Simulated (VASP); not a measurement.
# Bi (P6_3/mmc) in VASP: a series of runs, part 2 of 2

VASP 6.6.1.

## (3) Single point, PBEsol (zz strain of +1 %)

The input, INCAR:

```
SYSTEM = Bi
ALGO = Normal ; EDIFF = 1E-6
ENCUT = 520 ; GGA = PS
ISIF = 2 ; ISMEAR = -1
LASPH = .TRUE. ; LCHARG = .TRUE.
LELF = .TRUE. ; LREAL = .FALSE.
LVHAR = .TRUE. ; LWAVE = .FALSE.
NBANDS = 22 ; NELM = 100
PREC = Accurate ; SIGMA = 0.03
```

The input, KPOINTS:

```
k-points
0
G
  9 9 3
  0 0 0
```

The input, POSCAR:

```
Bi
1.0
    4.5390002997      0.0000000000      0.0000000000
   -2.2695001499      3.9308895674      0.0000000000
    0.0000000000      0.0000000000     11.9472900000
Bi
2
Direct
    0.3333333333      0.6666666667      0.2500000000
    0.6666666667      0.3333333333      0.7500000000
```

Potentials or basis: VASP PAW PBE potentials, release 64 (Bi_d).

Launch:

```sh
> cat potpaw_PBE.64/Bi_d/POTCAR > POTCAR
> mpirun -np 1 vasp_std > vasp.out
```

OUTCAR:

```text
SYSTEM = Bi
   EDIFF = 1E-6
   ENCUT = 520
   GGA = PS
   ISIF = 2
   ISMEAR = -1
   LASPH = .TRUE.
   LREAL = .FALSE.
   NELM = 100
   PREC = Accurate

 ion  position               nearest neighbor table
   1  0.333  0.667  0.250-
   2  0.667  0.333  0.750-

  LATTYP: Found a hexagonal cell.
 ALAT       =     4.5390002997
 C/A-ratio  =     2.6321412671

  Lattice vectors:

 A1 = (   4.5390002997,   0.0000000000,   0.0000000000)
 A2 = (  -2.2695001499,   3.9308895674,   0.0000000000)
 A3 = (   0.0000000000,   0.0000000000,  11.9472900000)

Analysis of symmetry for initial positions (statically):
=====================================================================
 Subroutine PRICEL returns:
 Original cell was already a primitive cell.

 Routine SETGRP: Setting up the symmetry group for a
 hexagonal supercell.

 Subroutine GETGRP returns: Found 24 space group operations
 (whereof 12 operations were pure point group operations)
 out of a pool of 24 trial point group operations.

The static configuration has the point symmetry D_3d.
 The point group associated with its full space group is D_6h.

Analysis of symmetry for dynamics (positions and initial velocities):
=====================================================================
 Subroutine PRICEL returns:
 Original cell was already a primitive cell.

 Routine SETGRP: Setting up the symmetry group for a
 hexagonal supercell.

 Subroutine GETGRP returns: Found 24 space group operations
 (whereof 12 operations were pure point group operations)
 out of a pool of 24 trial point group operations.

The dynamic configuration has the point symmetry D_3d.
 The point group associated with its full space group is D_6h.

[... 107 lines left out ...]
   PSTRESS=    0.0 pullay stress
   NELECT =      30.0000    total number of electrons
   NUPDOWN=      -1.0000    fix difference up-down
   EMIN   =  10.00;   EMAX   =-10.00  energy-range for DOS
   EFERMI =   0.00;   METHOD = LEGACY
   ISMEAR =    -1;   SIGMA  =   0.03  broadening in eV -4-tet -1-fermi 0-gaus
   EFERMI_NEDOS =   21; number of points for ismear=-14 and -15
   IALGO  =     38    algorithm
   IMIX   =      4    mixing-type and parameters
     AMIX     =   0.40;   BMIX     =  1.00
     AMIX_MAG =   1.60;   BMIX_MAG =  1.00
  volume/ion in A,a.u.               =     106.58       719.26
  Fermi-wavevector in a.u.,A,eV,Ry     =   0.851547  1.609190  9.866015  0.725132
  Thomas-Fermi vector in A             =   1.967696
   LORBIT       =      0    0 simple, 1 ext, 2 COOP (PROOUT), +10 PAW based schemes
   GGA     = PS    functional components
   LHFCALC =     F    Hartree Fock is set to
   AEXX    =    0.0000 exact exchange contribution
   IVDW    =     0    specifies the selected vdW correction
   LEPSILON=     F    determine dielectric tensor
   LRPA    =     F    only Hartree local field effects (RPA)
 non-spin polarized calculation
  energy-cutoff  :      520.00
  volume of cell :      213.17
 maximum number of plane-waves:      5799
 NGX is ok and might be reduce to    36
   NGX = 17   NGY = 17   NGZ = 45

 number of electron      29.9999997 magnetization

 Free energy of the ion-electron system (eV)
  ---------------------------------------------------
  ext. energy  EPLUGINS =         0.00000000
  ---------------------------------------------------
  free energy    TOTEN  =        -3.37487315 eV

  energy without entropy =       -3.35344522  energy(sigma->0) =       -3.36415919

 E-fermi :  -1.1894     XC(G=0):  -5.3828

 val. band max:       -1.1924357993   @ k =   0.3333  -0.0000   0.3333
 cond. band min:      -1.1832592761   @ k =   0.3333   0.1111   0.3333
 fundamental gap:      0.0091765232
 Fermi energy:        -1.1893959370

 k-point     1 :       0.0000    0.0000    0.0000
  band No.  band energies     occupation
      1     -23.9596      2.00000
      2     -23.9596      2.00000
      3     -23.9539      2.00000
      4     -23.9539      2.00000
      5     -23.9538      2.00000
      6     -23.9538      2.00000
[... 589 lines left out ...]
     21       4.3859      0.00000
     22       4.8750      0.00000

------------------------ aborting loop because EDIFF is reached ----------------------------------------

  FORCE on cell =-STRESS in cart. coord.  units (eV):
  Direction    XX          YY          ZZ          XY          YZ          ZX
  --------------------------------------------------------------------------------------
  -------------------------------------------------------------------------------------
  Total       -6.7809564     -6.7809564     -0.4772039      0.0000000      0.0000000      0.0000000
  in kB      -50.9660613    -50.9660613     -3.5866919      0.0000000      0.0000000      0.0000000
  external PRESSURE =     -35.1729382 kB  Pullay stress =       0.0000000 kB

 VOLUME and BASIS-vectors are now :
 -----------------------------------------------------------------------------
  energy-cutoff  :      520.00
  volume of cell :      213.17
      direct lattice vectors                 reciprocal lattice vectors
     4.539000300  0.000000000  0.000000000     0.220312830  0.127197672  0.000000000
    -2.269500150  3.930889567  0.000000000     0.000000000  0.254395343  0.000000000
     0.000000000  0.000000000 11.947290000     0.000000000  0.000000000  0.083700990

 POSITION                                       TOTAL-FORCE (eV/Angst)
 -----------------------------------------------------------------------------------
     -0.00000      2.62059      2.98682         0.000000     -0.000000      0.000000
      2.26950      1.31030      8.96047        -0.000000      0.000000      0.000000
 -----------------------------------------------------------------------------------
    total drift:                               -0.000000      0.000000      0.000000

  FREE ENERGIE OF THE ION-ELECTRON SYSTEM (eV)
  ---------------------------------------------------
  free  energy   TOTEN  =        -3.3748731510 eV

  energy  without entropy=       -3.3534452249  energy(sigma->0) =       -3.36415919
```

OSZICAR:

```text
N       E                     dE             d eps       ncg     rms          rms(c)
DAV:   1     0.266019201806E+03    0.26602E+03   -0.14315E+04  1120   0.117E+03
DAV:   2     0.174052836294E+02   -0.24861E+03   -0.24443E+03  1146   0.319E+02
DAV:   3    -0.269665381665E+01   -0.20102E+02   -0.19880E+02  1254   0.118E+02
DAV:   4    -0.336531025942E+01   -0.66866E+00   -0.66804E+00  1332   0.241E+01
DAV:   5    -0.338994133088E+01   -0.24631E-01   -0.24630E-01  1480   0.427E+00    0.778E-01
DAV:   6    -0.337423458716E+01    0.15707E-01   -0.38651E-02  1266   0.148E+00    0.492E-01
DAV:   7    -0.337361906017E+01    0.61553E-03   -0.42755E-02  1200   0.131E+00    0.131E-01
DAV:   8    -0.337457078540E+01   -0.95173E-03   -0.32829E-03  1152   0.704E-01    0.498E-02
DAV:   9    -0.337478261809E+01   -0.21183E-03   -0.19639E-04  1186   0.910E-02    0.249E-02
DAV:  10    -0.337486478541E+01   -0.82167E-04   -0.73751E-05  1248   0.374E-02    0.356E-03
DAV:  11    -0.337487199728E+01   -0.72119E-05   -0.68752E-06  1062   0.207E-02    0.225E-03
DAV:  12    -0.337487308523E+01   -0.10879E-05   -0.25947E-06   912   0.135E-02    0.700E-04
DAV:  13    -0.337487315095E+01   -0.65721E-07   -0.96716E-08   876   0.299E-03
   1 F= -.33748732E+01 E0= -.33641592E+01  d E =-.214279E-01
```

stdout:

```text
POSCAR found type information on POSCAR Bi
 POSCAR found :  1 types and       2 ions
 scaLAPACK will be used
 -----------------------------------------------------------------------------
|                                                                             |
|                                                                             |
|     You enforced a specific xc type in the INCAR file but a different       |
|     I HOPE YOU KNOW WHAT YOU ARE DOING!                                     |
|                                                                             |
 -----------------------------------------------------------------------------

 LDA part: xc-table for (Slater+PW92), standard interpolation
 POSCAR, INCAR and KPOINTS ok, starting setup
 FFT: planning ... GRIDC
 FFT: planning ... GRID_SOFT
 FFT: planning ... GRID
 WAVECAR not read
 entering main loop
```

Run time: 82 s. Hardware: 1 thread of Intel Xeon Platinum 8259CL at 2.50GHz (Skylake/Cascade Lake), shared host; peak memory 0.37 GiB.

What came out:

- Free energy: -3.3749 eV
- Pressure: -3.5 GPa
- Band gap on the k mesh: zero (band 15 reaches 0.24 eV, above the bottom of band 16 at -1.90 eV)

Caveat: the cell differs from its parent crystal (zz strain of +1 %); the PAW data sets were made with another functional, which shifts forces and pressure a little; spin-orbit coupling is left out, which moves the levels of the heavy elements.

## (4) Single point, PBEsol (zz strain of +2 %)

The input, INCAR:

```
SYSTEM = Bi
  ALGO = Normal
  EDIFF = 1E-6
  ENCUT = 520
  GGA = PS
  ISIF = 2
  ISMEAR = -1
  LASPH = .True.
  LCHARG = .False.
  LREAL = .False.
  LWAVE = .False.
  NBANDS = 22
  NELM = 100
  PREC = Accurate
  SIGMA = 0.03
```

The input, KPOINTS:

```
k-points
0
Gamma
  9 9 3
  0 0 0
```

POSCAR: that of step 3 with these lines changed.

```diff
@@ -4,3 +4,3 @@
    -2.2695001499      3.9308895674      0.0000000000
-    0.0000000000      0.0000000000     11.9472900000
+    0.0000000000      0.0000000000     12.0655800000
 Bi
```

Launch:

```sh
> cat potpaw_PBE.64/Bi_d/POTCAR > POTCAR
> mpirun -np 1 vasp_std > vasp.out
```

It took 76 s on 1 thread of Intel Xeon Platinum 8259CL at 2.50GHz (Skylake/Cascade Lake), shared host; peak memory 0.36 GiB.

Results (log left out):

| Quantity | Value |
| --- | --- |
| Free energy | -3.3708 eV |
| Pressure | -3.5 GPa |
| Band gap on the k mesh | zero (band 15 reaches 0.21 eV, above the bottom of band 16 at -1.93 eV) |

Stress tensor (GPa, compression positive):
```
-5.05  0.00  0.00
 0.00 -5.05  0.00
 0.00  0.00 -0.32
```

Levels at points of the mesh, in eV from the Fermi level:
```tsv
k point	band 12	band 13	band 14	band 15	band 16	band 17	band 18	band 19
(0.00, 0.00, 0.00)	-10.32	-0.81	-0.37	1.43	1.43	1.44	1.44	3.03
```

Caveat: the cell differs from its parent crystal (zz strain of +2 %); the PAW data sets were made with another functional, which shifts forces and pressure a little; spin-orbit coupling is left out, which moves the levels of the heavy elements.

## (5) Overview

```tsv
cell	gap on the mesh (eV)	pressure (GPa)
a = 4.524, b = 4.524, c = 11.789 Å, angles 90.0, 90.0, 120.0°, 2 atoms	none	-3.6
a = 4.539, b = 4.539, c = 11.947 Å, angles 90.0, 90.0, 120.0°, 2 atoms	none	-3.5
a = 4.539, b = 4.539, c = 12.066 Å, angles 90.0, 90.0, 120.0°, 2 atoms	none	-3.5
```

Alike in all rows: task single point; level PBEsol; potentials or basis VASP PAW PBE potentials, release 64 (Bi_d); no spin polarisation; k mesh 9 × 9 × 3; cutoff (eV) 520; smearing fermi-dirac 0.03 eV.

Caveats: the PAW data sets were made with another functional, which shifts forces and pressure a little; spin-orbit coupling is left out, which moves the levels of the heavy elements.

Absolute energies hang on the potentials; compare differences alone.
